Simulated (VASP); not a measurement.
# Na in VASP: relaxation of the atoms with PBE

Aim: the relaxation of the atoms of Na with PBE.

Program: VASP 6.6.1. These are calculated values, not measurements. Logs are shortened: lines on timing, memory, paths and dates and some standing lists are left out, and cuts for length are marked.

### Step 1. The cell of the first run

The cell holds a slab with vacuum, 3 atoms: a = 4.195 Å, b = 4.195 Å, c = 18.195 Å, α = 90.00°, β = 90.00°, γ = 90.00°.

### Step 2. Relaxation of the atoms, PBE

File INCAR:

```
PREC = Accurate ; ENCUT = 520
EDIFF = 1E-6 ; ISMEAR = 0
SIGMA = 0.1 ; LREAL = F
LASPH = T ; NELM = 80
ALGO = Normal ; ISIF = 2
LWAVE = F ; LCHARG = F
LDIPOL = T ; IDIPOL = 3
DIPOL = 0.5 0.5 0.500 ; GGA = PE
IBRION = 2 ; NSW = 70
EDIFFG = -0.03
```

File KPOINTS:

```
Automatic mesh
0
Gamma
  7 7 1
```

File POSCAR:

```
Na
1.0
    4.1953190571      0.0000000000      0.0000000000
    0.0000000000      4.1953190571      0.0000000000
    0.0000000000      0.0000000000     18.1953190571
Na
3
Selective dynamics
Direct
    0.5000000000      0.5000000000      0.3847143311  F F F
    0.0000000000      0.0000000000      0.5000000000  T T T
    0.5000000000      0.5000000000      0.6152856689  T T T
```

Potentials or basis: VASP PAW PBE potentials, release 64 (Na_pv).

Command:

```console
> cat potpaw_PBE.64/Na_pv/POTCAR > POTCAR
> mpirun -np 1 vasp_std > vasp.out
```

OUTCAR:

```text
PREC = Accurate
   ENCUT = 520
   EDIFF = 1E-6
   ISMEAR = 0
   LREAL = F
   LASPH = T
   NELM = 80
   ISIF = 2
   GGA = PE
   IBRION = 2
   NSW = 70
   EDIFFG = -0.03

 ion  position               nearest neighbor table
   1  0.500  0.500  0.385-
   2  0.000  0.000  0.500-
   3  0.500  0.500  0.615-

  LATTYP: Found a simple tetragonal cell.
 ALAT       =     4.1953190571
 C/A-ratio  =     4.3370525124

  Lattice vectors:

 A1 = (   4.1953190571,   0.0000000000,   0.0000000000)
 A2 = (   0.0000000000,   4.1953190571,   0.0000000000)
 A3 = (   0.0000000000,   0.0000000000,  18.1953190571)

Analysis of symmetry for initial positions (statically):
=====================================================================
 Subroutine PRICEL returns:
 Original cell was already a primitive cell.

 Routine SETGRP: Setting up the symmetry group for a
 simple tetragonal supercell.

 Subroutine GETGRP returns: Found 16 space group operations
 (whereof 16 operations were pure point group operations)
 out of a pool of 16 trial point group operations.

The static configuration has the point symmetry D_4h.

Analysis of symmetry for dynamics (positions and initial velocities):
=====================================================================
 Subroutine PRICEL returns:
 Original cell was already a primitive cell.

 Routine SETGRP: Setting up the symmetry group for a
 simple tetragonal supercell.

 Subroutine GETGRP returns: Found 16 space group operations
 (whereof 16 operations were pure point group operations)
 out of a pool of 16 trial point group operations.

The dynamic configuration has the point symmetry D_4h.

Analysis of constrained symmetry for selective dynamics:
=====================================================================
 Subroutine PRICEL returns:
 Original cell was already a primitive cell.

 Routine SETGRP: Setting up the symmetry group for a
 simple tetragonal supercell.

 Subroutine GETGRP returns: Found  8 space group operations
 (whereof  8 operations were pure point group operations)
 out of a pool of 16 trial point group operations.

The constrained configuration has the point symmetry C_4v.

 Subroutine INISYM returns: Found  8 space group operations
 (whereof  8 operations are pure point group operations),
 and found     1 'primitive' translations

----------------------------------------------------------------------------------------

                                     Primitive cell

  volume of cell :     320.2504

  direct lattice vectors                    reciprocal lattice vectors
     4.195319057  0.000000000  0.000000000     0.238360894  0.000000000  0.000000000
     0.000000000  4.195319057  0.000000000     0.000000000  0.238360894  0.000000000
     0.000000000  0.000000000 18.195319057     0.000000000  0.000000000  0.054959190

  length of vectors
     4.195319057  4.195319057 18.195319057     0.238360894  0.238360894  0.054959190

  position of ions in fractional coordinates (direct lattice)
     0.500000000  0.500000000  0.384714331
     0.000000000  0.000000000  0.500000000
     0.500000000  0.500000000  0.615285669

  ion indices of the primitive-cell ions
   primitive index   ion index
                 1           1
                 2           2
                 3           3

----------------------------------------------------------------------------------------

 KPOINTS: Automatic mesh

Automatic generation of k-mesh.
 Grid dimensions read from file:
 generate k-points for:    7    7    1

 Generating k-lattice:

  Cartesian coordinates                     Fractional coordinates (reciprocal lattice)
     0.034051556  0.000000000  0.000000000     0.142857143  0.000000000  0.000000000
     0.000000000  0.034051556  0.000000000     0.000000000  0.142857143  0.000000000
     0.000000000  0.000000000  0.054959190     0.000000000  0.000000000  1.000000000

  Length of vectors
     0.034051556  0.034051556  0.054959190

  Shift w.r.t. Gamma in fractional coordinates (k-lattice)
     0.000000000  0.000000000  0.000000000

 Subroutine IBZKPT returns following result:
 ===========================================

 Found     10 irreducible k-points:

 Following reciprocal coordinates:
            Coordinates               Weight
  0.000000  0.000000  0.000000      1.000000
  0.142857  0.000000  0.000000      4.000000
  0.285714  0.000000  0.000000      4.000000
  0.428571  0.000000  0.000000      4.000000
  0.142857  0.142857  0.000000      4.000000
  0.285714  0.142857  0.000000      8.000000
  0.428571  0.142857  0.000000      8.000000
  0.285714  0.285714  0.000000      4.000000
  0.428571  0.285714  0.000000      8.000000
  0.428571  0.428571  0.000000      4.000000
   k-points           NKPTS =     10   k-points in BZ     NKDIM =     10   number of bands    NBANDS=     14
   number of dos      NEDOS =    301   number of ions     NIONS =      3
   total plane-waves  NPLWV = 143360
   dimension x,y,z NGX =    32 NGY =   32 NGZ =  140
   dimension x,y,z NGXF=    64 NGYF=   64 NGZF=  280
   ions per type =               3
   NGX,Y,Z   is equivalent  to a cutoff of  12.68, 12.68, 12.79 a.u.
   NGXF,Y,Z  is equivalent  to a cutoff of  25.36, 25.36, 25.58 a.u.
 SYSTEM =  unknown system
   PREC   = accura    normal or accurate (medium, high low for compatibility)
   ISTART =      0    job   : 0-new  1-cont  2-samecut
   ICHARG =      2    charge: 1-file 2-atom 10-const
   ISPIN  =      1    spin polarized calculation?
   LNONCOLLINEAR =      F non collinear calculations
   LSORBIT =      F    spin-orbit coupling
   LASPH  =      T    aspherical Exc in radial PAW
   ENCUT  =  520.0 eV  38.22 Ry    6.18 a.u.   7.80  7.80 33.83*2*pi/ulx,y,z
   NELM   =     80;   NELMIN=  2; NELMDL= -5     # of ELM steps
   EDIFF  = 0.1E-05   stopping-criterion for ELM
   LREAL  =      F    real-space projection
   EDIFFG = -.3E-01   stopping-criterion for IOM
   NSW    =     70    number of steps for IOM
   IBRION =      2    ionic relax: 0-MD 1-quasi-New 2-CG
   NFREE  =      1    steps in history (QN), initial steepest desc. (CG)
   ISIF   =      2    stress and relaxation
   ISYM   =      2    0-nonsym 1-usesym 2-fastsym
   POTIM  = 0.5000    time-step for ionic-motion
   TEBEG  =    0.0;   TEEND  =   0.0 temperature during run
   PSTRESS=    0.0 pullay stress
   NELECT =      21.0000    total number of electrons
   NUPDOWN=      -1.0000    fix difference up-down
   EMIN   =  10.00;   EMAX   =-10.00  energy-range for DOS
   EFERMI =   0.00;   METHOD = LEGACY
   ISMEAR =     0;   SIGMA  =   0.10  broadening in eV -4-tet -1-fermi 0-gaus
   EFERMI_NEDOS =   21; number of points for ismear=-14 and -15
   IALGO  =     38    algorithm
   IMIX   =      4    mixing-type and parameters
     AMIX     =   0.40;   BMIX     =  1.00
     AMIX_MAG =   1.60;   BMIX_MAG =  1.00
  volume/ion in A,a.u.               =     106.75       720.39
  Fermi-wavevector in a.u.,A,eV,Ry     =   0.660163  1.247528  5.929631  0.435816
  Thomas-Fermi vector in A             =   1.732525
   LORBIT       =      0    0 simple, 1 ext, 2 COOP (PROOUT), +10 PAW based schemes
   GGA     = PE    functional components
   LHFCALC =     F    Hartree Fock is set to
   AEXX    =    0.0000 exact exchange contribution
   IVDW    =     0    specifies the selected vdW correction
   LEPSILON=     F    determine dielectric tensor
   LRPA    =     F    only Hartree local field effects (RPA)
 conjugate gradient relaxation of ions
 non-spin polarized calculation
 Gauss-broadening in eV      SIGMA  =   0.10
  energy-cutoff  :      520.00
  volume of cell :      320.25
 maximum number of plane-waves:      8644
 NGX is ok and might be reduce to    32
   NGX = 15   NGY = 15   NGZ = 67

 dipolmoment           0.000000      0.000000     -0.000000 electrons x Angstroem

 number of electron      21.0000030 magnetization

 dipolmoment           0.000000      0.000000      0.000001 electrons x Angstroem

 Free energy of the ion-electron system (eV)
  ---------------------------------------------------
  ext. energy  EPLUGINS =         0.00000000
  ---------------------------------------------------
  free energy    TOTEN  =        -3.44873830 eV

  energy without entropy =       -3.43732883  energy(sigma->0) =       -3.44303357

 E-fermi :  -1.3955     XC(G=0):  -3.1155

 val. band max:       -1.4399861027   @ k =   0.2857   0.2857   0.0000
 cond. band min:      -1.3096102293   @ k =   0.4286   0.1429   0.0000
 fundamental gap:      0.1303758734
 Fermi energy:        -1.3955188151

 k-point     1 :       0.0000    0.0000    0.0000
  band No.  band energies     occupation
      1     -26.8264      2.00000
      2     -26.8240      2.00000
      3     -26.8042      2.00000
      4     -26.8042      2.00000
      5     -26.8037      2.00000
      6     -26.8037      2.00000
      7     -26.4451      2.00000
      8     -26.4418      2.00000
      9     -26.4418      2.00000
     10      -4.2803      2.00000
     11      -2.8351      2.00000
     12      -1.1655      0.00114
     13       0.2697      0.00000
     14       0.8749      0.00000

 k-point     2 :       0.1429    0.0000    0.0000
  band No.  band energies     occupation
      1     -26.8263      2.00000
      2     -26.8238      2.00000
      3     -26.8051      2.00000
      4     -26.8048      2.00000
      5     -26.8041      2.00000
      6     -26.8037      2.00000
      7     -26.4450      2.00000
      8     -26.4428      2.00000
      9     -26.4418      2.00000
     10      -4.1013      2.00000
[... 124 lines left out ...]
 k-point    10 :       0.4286    0.4286    0.0000
  band No.  band energies     occupation
      1     -26.8255      2.00000
      2     -26.8230      2.00000
      3     -26.8088      2.00000
      4     -26.8087      2.00000
      5     -26.8081      2.00000
      6     -26.8081      2.00000
      7     -26.4463      2.00000
      8     -26.4463      2.00000
      9     -26.4444      2.00000
     10      -1.1564      0.00072
     11      -0.2049      0.00000
     12       0.2514      0.00000
     13       0.3250      0.00000
     14       1.1921      0.00000

------------------------ aborting loop because EDIFF is reached ----------------------------------------

 vacuum level on the upper side and lower side of the slab       (xc-potential included)        -0.170        -0.170

  FORCE on cell =-STRESS in cart. coord.  units (eV):
  Direction    XX          YY          ZZ          XY          YZ          ZX
  --------------------------------------------------------------------------------------
  -------------------------------------------------------------------------------------
  Total       -0.6006638     -0.6006638      0.0241252      0.0000000     -0.0000000      0.0000000
  in kB       -3.0050545     -3.0050545      0.1206958      0.0000000     -0.0000000      0.0000000
  external PRESSURE =      -1.9631377 kB  Pullay stress =       0.0000000 kB

 VOLUME and BASIS-vectors are now :
 -----------------------------------------------------------------------------
  energy-cutoff  :      520.00
  volume of cell :      320.25
      direct lattice vectors                 reciprocal lattice vectors
     4.195319057  0.000000000  0.000000000     0.238360894  0.000000000  0.000000000
     0.000000000  4.195319057  0.000000000     0.000000000  0.238360894  0.000000000
     0.000000000  0.000000000 18.195319057     0.000000000  0.000000000  0.054959190

 POSITION                                       TOTAL-FORCE (eV/Angst)
 -----------------------------------------------------------------------------------
      2.09766      2.09766      7.00000        -0.000000     -0.000000     -0.006283
      0.00000      0.00000      9.09766        -0.000000     -0.000000      0.000008
      2.09766      2.09766     11.19532         0.000000      0.000000      0.006275
 -----------------------------------------------------------------------------------
    total drift:                                0.000000     -0.000000     -0.000019

  FREE ENERGIE OF THE ION-ELECTRON SYSTEM (eV)
  ---------------------------------------------------
  free  energy   TOTEN  =        -3.4487383042 eV

  energy  without entropy=       -3.4373288302  energy(sigma->0) =       -3.44303357

 reached required accuracy - stopping structural energy minimisation

 vacuum level on the upper side and lower side of the slab         0.937         0.937
```

It took 96 s on 1 thread of AMD EPYC 7R43 (Zen 3), shared host; peak memory 0.32 GiB.

Results:

| Item | Value |
| --- | --- |
| Free energy | -3.4487 eV |
| Band gap on the k mesh | zero (an odd number of electrons rules out a gap without spin polarisation) |

Final structure:
```yaml
crystal:
  lattice:
    - [4.19532, 0.00000, 0.00000]
    - [0.00000, 4.19532, 0.00000]
    - [0.00000, 0.00000, 18.19532]
  atoms:
    - { symbol: Na, position: [0.50000, 0.50000, 0.38471] }
    - { symbol: Na, position: [0.00000, 0.00000, 0.50000] }
    - { symbol: Na, position: [0.50000, 0.50000, 0.61529] }
```

Caveat: the relaxation stopped at its first step, so nothing moved.

The gap in the log of VASP goes by the Fermi energy; the results here count the filled bands.